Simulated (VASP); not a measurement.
# Al in VASP: a series of runs, part 3 of 3

VASP 6.6.1. Earlier steps stand in the parts before.

### 4 Electric field gradients, PBEsol (volume scaled by 0.96)

INCAR

```
ALGO = Normal
EDIFF = 1E-8
ENCUT = 520
GGA = PS
ISIF = 2
ISMEAR = -1
LASPH = True
LCHARG = False
LEFG = True
LREAL = False
LWAVE = False
NBANDS = 8
NELM = 80
PREC = Accurate
SIGMA = 0.05
```

KPOINTS

```
k-points
0
Gamma
  14 14 14
```

POSCAR

```
Al
1.0
    0.0000000000      1.9966255657      1.9966255657
    1.9966255657      0.0000000000      1.9966255657
    1.9966255657      1.9966255657      0.0000000000
Al
1
Direct
    0.0000000000      0.0000000000      0.0000000000
```

Potentials or basis: VASP PAW PBE potentials, release 64 (Al).

Run with:

```console
cat potpaw_PBE.64/Al/POTCAR > POTCAR
mpirun -np 1 vasp_std > vasp.out
```

OUTCAR:

```text
EDIFF = 1E-8
   ENCUT = 520
   GGA = PS
   ISIF = 2
   ISMEAR = -1
   LASPH = True
   LREAL = False
   NELM = 80
   PREC = Accurate

 ion  position               nearest neighbor table
   1  0.000  0.000  0.000-

  LATTYP: Found a face centered cubic cell.
 ALAT       =     3.9932511314

  Lattice vectors:

 A1 = (   0.0000000000,   1.9966255657,   1.9966255657)
 A2 = (   1.9966255657,   0.0000000000,   1.9966255657)
 A3 = (   1.9966255657,   1.9966255657,   0.0000000000)

Analysis of symmetry for initial positions (statically):
[... 5 lines left out ...]
 face centered cubic supercell.

 Subroutine GETGRP returns: Found 48 space group operations
 (whereof 48 operations were pure point group operations)
 out of a pool of 48 trial point group operations.

[... 440 lines left out ...]
  in kB       12.1961439     12.1961439     12.1961439     -0.0000000     -0.0000000     -0.0000000
  external PRESSURE =      12.1961439 kB  Pullay stress =       0.0000000 kB

 VOLUME and BASIS-vectors are now :
 -----------------------------------------------------------------------------
  energy-cutoff  :      520.00
  volume of cell :       15.92
      direct lattice vectors                 reciprocal lattice vectors
     0.000000000  1.996625566  1.996625566    -0.250422517  0.250422517  0.250422517
     1.996625566  0.000000000  1.996625566     0.250422517 -0.250422517  0.250422517
     1.996625566  1.996625566  0.000000000     0.250422517  0.250422517 -0.250422517

 POSITION                                       TOTAL-FORCE (eV/Angst)
 -----------------------------------------------------------------------------------
      0.00000      0.00000      0.00000         0.000000      0.000000      0.000000
 -----------------------------------------------------------------------------------
    total drift:                                0.000000     -0.000000     -0.000000

  FREE ENERGIE OF THE ION-ELECTRON SYSTEM (eV)
  ---------------------------------------------------
  free  energy   TOTEN  =        -4.0860263169 eV

  energy  without entropy=       -4.0821451388  energy(sigma->0) =       -4.08408573

 Electric field gradients (V/A^2)
---------------------------------------------------------------------
 ion       V_xx      V_yy      V_zz      V_xy      V_xz      V_yz
---------------------------------------------------------------------
   1      -0.000    -0.000    -0.000     0.000     0.000     0.000
---------------------------------------------------------------------

 Electric field gradients after diagonalization (V/A^2)
 (convention: |V_zz| > |V_xx| > |V_yy|)
----------------------------------------------------------------------
 ion       V_xx      V_yy      V_zz     asymmetry (V_yy - V_xx)/ V_zz
----------------------------------------------------------------------
   1      -0.000    -0.000     0.000       0.000
----------------------------------------------------------------------

           NMR quadrupolar parameters

 Cq : quadrupolar parameter    Cq=e*Q*V_zz/h
 eta: asymmetry parameters     (V_yy - V_xx)/ V_zz
 Q  : nuclear electric quadrupole moment in mb (millibarn)
----------------------------------------------------------------------
 ion       Cq(MHz)       eta       Q (mb)
----------------------------------------------------------------------
   1       0.000       0.000       1.000
----------------------------------------------------------------------
```

stdout:

```text
POSCAR found type information on POSCAR Al
 POSCAR found :  1 types and       1 ions
 scaLAPACK will be used
 -----------------------------------------------------------------------------
|                                                                             |
|                                                                             |
|     You enforced a specific xc type in the INCAR file but a different       |
|     I HOPE YOU KNOW WHAT YOU ARE DOING!                                     |
|                                                                             |
 -----------------------------------------------------------------------------

 LDA part: xc-table for (Slater+PW92), standard interpolation
 POSCAR, INCAR and KPOINTS ok, starting setup
 FFT: planning ... GRIDC
 FFT: planning ... GRID_SOFT
 FFT: planning ... GRID
 WAVECAR not read
 entering main loop
ion   1
```

It took 29 s on 1 thread of AMD EPYC 7R13, shared host; peak memory 0.1 GiB.

Results:

```
Free energy : -4.0860 eV
Pressure    : 1.2 GPa
```

Levels at points of the mesh, in eV from the Fermi level:
| k point | band 1 | band 2 | band 3 | band 4 | band 5 |
| --- | --- | --- | --- | --- | --- |
| (0.00, 0.00, 0.00) | -11.34 | 12.83 | 12.83 | 12.83 | 14.60 |
| (0.50, 0.00, 0.00) | -4.70 | -4.39 | 11.64 | 11.64 | 11.82 |
| (0.50, 0.50, 0.00) | -2.97 | -1.58 | 5.30 | 5.79 | 5.79 |

Caveat: without QUAD_EFG the Cq values of the log hold for a quadrupole moment of 1 mb, not for the nuclei; the PAW data sets were made with another functional, which shifts forces and pressure a little.

### 5 Electric field gradients, PBEsol (volume scaled by 0.96)

INCAR

```
SYSTEM = Al
PREC = Accurate ; ENCUT = 520
EDIFF = 1E-8 ; ISMEAR = -1
SIGMA = 0.05 ; LREAL = .False.
LASPH = .True. ; NELM = 80
ALGO = Normal ; ISIF = 2
LWAVE = .False. ; LCHARG = .False.
GGA = PS ; LEFG = .True.
NBANDS = 8
```

KPOINTS

```
regular mesh
0
Gamma
  14 14 14
  0 0 0
```

POSCAR is that of step 4.

Potentials or basis: VASP PAW PBE potentials, release 64 (Al).

Run with:

```console
cat potpaw_PBE.64/Al/POTCAR > POTCAR
mpirun -np 1 vasp_std > vasp.out
```

OUTCAR:

```text
SYSTEM = Al
   PREC = Accurate
   ENCUT = 520
   EDIFF = 1E-8
   ISMEAR = -1
   LREAL = .False.
   LASPH = .True.
   NELM = 80
   ISIF = 2
   GGA = PS

 ion  position               nearest neighbor table
   1  0.000  0.000  0.000-

  LATTYP: Found a face centered cubic cell.
 ALAT       =     3.9932511314

  Lattice vectors:

 A1 = (   0.0000000000,   1.9966255657,   1.9966255657)
 A2 = (   1.9966255657,   0.0000000000,   1.9966255657)
 A3 = (   1.9966255657,   1.9966255657,   0.0000000000)

Analysis of symmetry for initial positions (statically):
[... 5 lines left out ...]
 face centered cubic supercell.

 Subroutine GETGRP returns: Found 48 space group operations
 (whereof 48 operations were pure point group operations)
 out of a pool of 48 trial point group operations.

The static configuration has the point symmetry O_h .

Analysis of symmetry for dynamics (positions and initial velocities):
[... 438 lines left out ...]
  external PRESSURE =      12.1961439 kB  Pullay stress =       0.0000000 kB

 VOLUME and BASIS-vectors are now :
 -----------------------------------------------------------------------------
  energy-cutoff  :      520.00
  volume of cell :       15.92
      direct lattice vectors                 reciprocal lattice vectors
     0.000000000  1.996625566  1.996625566    -0.250422517  0.250422517  0.250422517
     1.996625566  0.000000000  1.996625566     0.250422517 -0.250422517  0.250422517
     1.996625566  1.996625566  0.000000000     0.250422517  0.250422517 -0.250422517

 POSITION                                       TOTAL-FORCE (eV/Angst)
 -----------------------------------------------------------------------------------
      0.00000      0.00000      0.00000         0.000000      0.000000      0.000000
 -----------------------------------------------------------------------------------
    total drift:                                0.000000     -0.000000     -0.000000

  FREE ENERGIE OF THE ION-ELECTRON SYSTEM (eV)
  ---------------------------------------------------
  free  energy   TOTEN  =        -4.0860263169 eV

  energy  without entropy=       -4.0821451388  energy(sigma->0) =       -4.08408573

 Electric field gradients (V/A^2)
---------------------------------------------------------------------
 ion       V_xx      V_yy      V_zz      V_xy      V_xz      V_yz
---------------------------------------------------------------------
   1      -0.000    -0.000    -0.000     0.000     0.000     0.000
---------------------------------------------------------------------

 Electric field gradients after diagonalization (V/A^2)
 (convention: |V_zz| > |V_xx| > |V_yy|)
----------------------------------------------------------------------
 ion       V_xx      V_yy      V_zz     asymmetry (V_yy - V_xx)/ V_zz
----------------------------------------------------------------------
   1      -0.000    -0.000     0.000       0.000
----------------------------------------------------------------------

           NMR quadrupolar parameters

 Cq : quadrupolar parameter    Cq=e*Q*V_zz/h
 eta: asymmetry parameters     (V_yy - V_xx)/ V_zz
 Q  : nuclear electric quadrupole moment in mb (millibarn)
----------------------------------------------------------------------
 ion       Cq(MHz)       eta       Q (mb)
----------------------------------------------------------------------
   1       0.000       0.000       1.000
----------------------------------------------------------------------
```

stdout:

```text
POSCAR found type information on POSCAR Al
 POSCAR found :  1 types and       1 ions
 scaLAPACK will be used
 -----------------------------------------------------------------------------
|                                                                             |
|                                                                             |
|     You enforced a specific xc type in the INCAR file but a different       |
|     I HOPE YOU KNOW WHAT YOU ARE DOING!                                     |
|                                                                             |
 -----------------------------------------------------------------------------

 LDA part: xc-table for (Slater+PW92), standard interpolation
 POSCAR, INCAR and KPOINTS ok, starting setup
 FFT: planning ... GRIDC
 FFT: planning ... GRID_SOFT
 FFT: planning ... GRID
 WAVECAR not read
 entering main loop
ion   1
```

It took 30 s on 1 thread of AMD EPYC 7R13, shared host; peak memory 0.11 GiB.

Results:

* Free energy: -4.0860 eV
* Pressure: 1.2 GPa

Caveat: without QUAD_EFG the Cq values of the log hold for a quadrupole moment of 1 mb, not for the nuclei; the PAW data sets were made with another functional, which shifts forces and pressure a little.

### 6 The runs side by side

```csv
cell,gap on the mesh (eV),pressure (GPa)
"a = 2.877 Å, angles 59.3°, 1 atom",none,-2.0
"a = 2.906 Å, angles 58.0°, 1 atom",none,-1.7
"a = 2.824 Å, angles 60.0°, 1 atom",none,1.2
```

Alike in all rows: task electric field gradients; level PBEsol; potentials or basis VASP PAW PBE potentials, release 64 (Al); no spin polarisation; k mesh 14 × 14 × 14; cutoff (eV) 520; smearing fermi-dirac 0.05 eV.

Caveats: the PAW data sets were made with another functional, which shifts forces and pressure a little.

Total energies depend on the potentials used, so only differences within one code and one set of settings carry meaning.
